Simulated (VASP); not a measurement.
**As2Se: relaxation of shape and atoms at fixed volume with r2SCAN**

The system is As2Se.

```xyz
6
Lattice="-3.5490 3.5490 2.6478 3.5490 -3.5490 2.6478 3.5490 3.5490 -2.6478" Properties=species:S:1:pos:R:3 pbc="T T T"
As    0.0000    5.3235    0.6620
As    0.0000    1.7745    0.6620
As    1.7745    3.5490    1.9859
As   -1.7745    3.5490    1.9859
Se    0.0000    0.0000    2.6478
Se    3.5490    0.0000    1.3239
```

| Property | Result |
| --- | --- |
| Program | VASP 6.6.1 |
| Task | relaxation of shape and atoms at fixed volume |
| Functional | r2SCAN |
| Potentials or basis | VASP PAW PBE potentials, release 64 (As, Se) |
| Cutoff | 600 eV |
| k mesh | 8 × 8 × 8 |
| Occupations | gaussian, width 0.1 eV |
| Spin | no spin polarisation |
| Dipole correction | no |
| Further INCAR settings | ALGO = Normal; EDIFF = 1e-07; IBRION = 2; EDIFFG = -0.01; NSW = 50; ISIF = 4 |

```
Energy gained by relaxing : 0.3 meV/atom
Ionic steps               : 3
Pressure after relaxing   : -2.1 GPa
Band gap on the k mesh    : zero (bands 16 and 17 overlap by 0.49 eV)
```

Step by step:
```
step  energy change (eV)  largest force (eV/Å)  pressure (GPa)  volume (Å³)
   1              0.0000                0.0000           -2.23       133.40
   2             -0.0014                0.0000           -2.16       133.40
   3             -0.0016                0.0000           -2.12       133.40
```

Final structure:
```cif
data_structure
_symmetry_space_group_name_H-M 'P 1'
_symmetry_Int_Tables_number 1
_cell_length_a 5.6796
_cell_length_b 5.6796
_cell_length_c 5.6796
_cell_angle_alpha 102.428
_cell_angle_beta 102.428
_cell_angle_gamma 124.722
_cell_volume 133.40
loop_
_atom_site_label
_atom_site_type_symbol
_atom_site_fract_x
_atom_site_fract_y
_atom_site_fract_z
_atom_site_occupancy
As1 As 0.87500 0.12500 0.75000 1
As2 As 0.37500 0.12500 0.25000 1
As3 As 0.87500 0.62500 0.75000 1
As4 As 0.87500 0.12500 0.25000 1
Se1 Se 0.50000 0.50000 0.00000 1
Se2 Se 0.25000 0.75000 0.50000 1
```

Levels at points of the mesh, in eV from the Fermi level:
```csv
k point,band 14,band 15,band 16,band 17,band 18,band 19
"(0.00, 0.00, 0.00)",-2.72,-2.72,-1.08,2.51,3.06,3.06
"(0.50, 0.00, 0.00)",-1.63,-0.60,0.00,0.21,0.63,1.58
"(0.50, 0.50, 0.00)",-1.46,-1.19,-1.19,-0.02,-0.02,2.01
"(0.50, 0.50, 0.50)",-0.78,-0.45,-0.45,0.33,0.33,0.35
```

Wall time 39 min on 1 thread of Oxide Virtual Turin-like Processor (shared host), peak memory 0.45 GiB.

Caveat: the PAW data sets were made with another functional, which shifts forces and pressure a little.
